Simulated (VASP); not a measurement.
# InP (I-4m2) in VASP: notebook, part 2 of 2

VASP 6.6.1. Earlier steps stand in the parts before.

## (3) Single point, r2SCAN, non-collinear spin, zero start, spin-orbit coupling (uniaxial z strain -3.0%)

POSCAR

```
InP
1.0
    0.0000000000      2.9537876348      2.8651740058
    2.9537876348      0.0000000000      2.8651740058
    2.9537876348      2.9537876348      0.0000000000
In P
1 1
Direct
    0.0000000000      0.0000000000      0.0000000000
    0.2500000000      0.2500000000      0.2500000000
```

INCAR.step1

```
SYSTEM = InP
PREC = Accurate ; ENCUT = 520
ISMEAR = -1 ; SIGMA = 0.02
LREAL = .False. ; LASPH = .True.
NELM = 150 ; MAGMOM = 0 0 0 0 0 0
LSORBIT = .True. ; GGA_COMPAT = .False.
NBANDS = 30 ; GGA = PE
ALGO = Normal ; EDIFF = 1E-4
LWAVE = .True. ; LCHARG = .False.
```

INCAR.step2

```
SYSTEM = InP
PREC = Accurate ; ENCUT = 520
EDIFF = 1E-6 ; ISMEAR = -1
SIGMA = 0.02 ; LREAL = .False.
LASPH = .True. ; NELM = 150
ALGO = Normal ; ISIF = 2
LWAVE = .False. ; LCHARG = .True.
MAGMOM = 0 0 0 0 0 0 ; LORBIT = 11
LSORBIT = .True. ; GGA_COMPAT = .False.
LORBMOM = .True. ; METAGGA = R2SCAN
LMIXTAU = .True. ; LVHAR = .True.
NBANDS = 30 ; ISTART = 1
```

KPOINTS

```
regular mesh
0
Gamma
  8 8 8
  0 0 0
```

Potentials or basis: VASP PAW PBE potentials, release 64 (In_d, P).

On the command line:

```
$ cat potpaw_PBE.64/In_d/POTCAR potpaw_PBE.64/P/POTCAR > POTCAR
$ cp INCAR.step1 INCAR
$ mpirun -np 1 vasp_ncl > vasp.out
$ cp INCAR.step2 INCAR
$ mpirun -np 1 vasp_ncl > vasp.out
```

OUTCAR:

```text
SYSTEM = InP
   PREC = Accurate
   ENCUT = 520
   EDIFF = 1E-6
   ISMEAR = -1
   LREAL = .False.
   LASPH = .True.
   NELM = 150
   ISIF = 2
   LORBIT = 11
   LSORBIT = .True.
   METAGGA = R2SCAN
   ISTART = 1

 ion  position               nearest neighbor table
   1  0.000  0.000  0.000-   2 2.53   2 2.53   2 2.53   2 2.53
   2  0.250  0.250  0.250-   1 2.53   1 2.53   1 2.53   1 2.53

  LATTYP: Found a body centered tetragonal cell.
 ALAT       =     4.1772865335
 C/A-ratio  =     1.3717871555

  Lattice vectors:

 A1 = (   0.0000000000,  -2.9537876348,  -2.8651740058)
 A2 = (   0.0000000000,   2.9537876348,  -2.8651740058)
 A3 = (   2.9537876348,   0.0000000000,   2.8651740058)

Analysis of symmetry for initial positions (statically):
=====================================================================
 Subroutine PRICEL returns:
 Original cell was already a primitive cell.

 Routine SETGRP: Setting up the symmetry group for a
 body centered tetragonal supercell.

 Subroutine GETGRP returns: Found  8 space group operations
 (whereof  8 operations were pure point group operations)
 out of a pool of 16 trial point group operations.

The static configuration has the point symmetry D_2d.

Analysis of symmetry for dynamics (positions and initial velocities):
=====================================================================
 Subroutine PRICEL returns:
 Original cell was already a primitive cell.

 Routine SETGRP: Setting up the symmetry group for a
 body centered tetragonal supercell.

 Subroutine GETGRP returns: Found  8 space group operations
 (whereof  8 operations were pure point group operations)
 out of a pool of 16 trial point group operations.

The dynamic configuration has the point symmetry D_2d.

Analysis of structural, dynamic, and magnetic symmetry:
=====================================================================
 Subroutine PRICEL returns:
 Original cell was already a primitive cell.

 Routine SETGRP: Setting up the symmetry group for a
[... 1000 lines left out ...]
  1        -0.000  -0.000  -0.000
  2         0.000   0.000   0.000
 ----------------------------------------
            0.000  -0.000   0.000

 orbital moment (z)

 # of ion     p       d       tot
 ----------------------------------------
  1         0.000   0.000   0.000
  2         0.000   0.000   0.000
 ----------------------------------------
            0.000   0.000   0.000

 Spin-Orbit-Coupling matrix elements

 Ion:    1  E_soc:     -0.0681095
 l=   1
     0.0000000    -0.0050337    -0.0050476
    -0.0050337     0.0000000    -0.0050337
    -0.0050476    -0.0050337     0.0000000
 l=   2
     0.0000000    -0.0012959     0.0000000    -0.0012959    -0.0050175
    -0.0012959     0.0000000    -0.0037635    -0.0012937    -0.0012548
     0.0000000    -0.0037635     0.0000000    -0.0037635     0.0000000
    -0.0012959    -0.0012937    -0.0037635     0.0000000    -0.0012548
    -0.0050175    -0.0012548     0.0000000    -0.0012548     0.0000000
 l=   3
     0.0000000     0.0000000     0.0000000     0.0000000     0.0000000     0.0000000     0.0000000
     0.0000000     0.0000000     0.0000000     0.0000000     0.0000000     0.0000000     0.0000000
     0.0000000     0.0000000     0.0000000     0.0000000     0.0000000     0.0000000     0.0000000
     0.0000000     0.0000000     0.0000000     0.0000000     0.0000000     0.0000000     0.0000000
     0.0000000     0.0000000     0.0000000     0.0000000     0.0000000     0.0000000     0.0000000
     0.0000000     0.0000000     0.0000000     0.0000000     0.0000000     0.0000000     0.0000000
     0.0000000     0.0000000     0.0000000     0.0000000     0.0000000     0.0000000     0.0000000

 Ion:    2  E_soc:     -0.0010312
 l=   1
     0.0000000    -0.0001732    -0.0001693
    -0.0001732     0.0000000    -0.0001732
    -0.0001693    -0.0001732     0.0000000
 l=   2
     0.0000000     0.0000000     0.0000000     0.0000000     0.0000000
     0.0000000     0.0000000     0.0000000     0.0000000     0.0000000
     0.0000000     0.0000000     0.0000000     0.0000000     0.0000000
     0.0000000     0.0000000     0.0000000     0.0000000     0.0000000
     0.0000000     0.0000000     0.0000000     0.0000000     0.0000000
 l=   3
     0.0000000     0.0000000     0.0000000     0.0000000     0.0000000     0.0000000     0.0000000
     0.0000000     0.0000000     0.0000000     0.0000000     0.0000000     0.0000000     0.0000000
     0.0000000     0.0000000     0.0000000     0.0000000     0.0000000     0.0000000     0.0000000
     0.0000000     0.0000000     0.0000000     0.0000000     0.0000000     0.0000000     0.0000000
     0.0000000     0.0000000     0.0000000     0.0000000     0.0000000     0.0000000     0.0000000
     0.0000000     0.0000000     0.0000000     0.0000000     0.0000000     0.0000000     0.0000000
     0.0000000     0.0000000     0.0000000     0.0000000     0.0000000     0.0000000     0.0000000

 total charge

# of ion       s       p       d       tot
------------------------------------------
    1        0.818   0.813   9.905  11.535
    2        1.016   1.522   0.000   2.539
--------------------------------------------------
tot          1.834   2.335   9.905  14.074

 magnetization (x)

# of ion       s       p       d       tot
------------------------------------------
    1       -0.000   0.000  -0.000   0.000
    2       -0.000   0.000   0.000  -0.000
--------------------------------------------------
tot         -0.000   0.000  -0.000   0.000

 magnetization (y)

# of ion       s       p       d       tot
------------------------------------------
    1        0.000  -0.000   0.000  -0.000
    2        0.000   0.000   0.000   0.000
--------------------------------------------------
tot          0.000  -0.000   0.000  -0.000

 magnetization (z)

# of ion       s       p       d       tot
------------------------------------------
    1        0.000  -0.000   0.000  -0.000
    2       -0.000   0.000   0.000  -0.000
--------------------------------------------------
tot         -0.000  -0.000   0.000  -0.000
```

OUTCAR.step1:

```text
SYSTEM = InP
   PREC = Accurate
   ENCUT = 520
   ISMEAR = -1
   LREAL = .False.
   LASPH = .True.
[... 1077 lines left out ...]
     0.0000000     0.0000000     0.0000000     0.0000000     0.0000000     0.0000000     0.0000000
     0.0000000     0.0000000     0.0000000     0.0000000     0.0000000     0.0000000     0.0000000
     0.0000000     0.0000000     0.0000000     0.0000000     0.0000000     0.0000000     0.0000000
     0.0000000     0.0000000     0.0000000     0.0000000     0.0000000     0.0000000     0.0000000
     0.0000000     0.0000000     0.0000000     0.0000000     0.0000000     0.0000000     0.0000000
     0.0000000     0.0000000     0.0000000     0.0000000     0.0000000     0.0000000     0.0000000

=======================================================================

 ========================================================
```

It took 33 min on 1 thread of Oxide Virtual Turin-like, shared host; peak memory 0.44 GiB.

Results:

```
Free energy                                           : -32.3180 eV
Pressure                                              : 2.0 GPa
Net moment                                            : 0.00 μB per cell
Valence electrons inside the program's atomic spheres : In 11.54; P 2.54
```

Stress tensor (GPa, compression positive):
```
1.54 0.00 0.00
0.00 1.54 0.00
0.00 0.00 2.79
```

Moments on the atoms (μB; x, y, z):
```
In  0.00 0.00 0.00
P   0.00 0.00 0.00
```

Caveat: the cell differs from its parent crystal (uniaxial z strain -3.0%); the PAW data sets were made with another functional, which shifts forces and pressure a little.
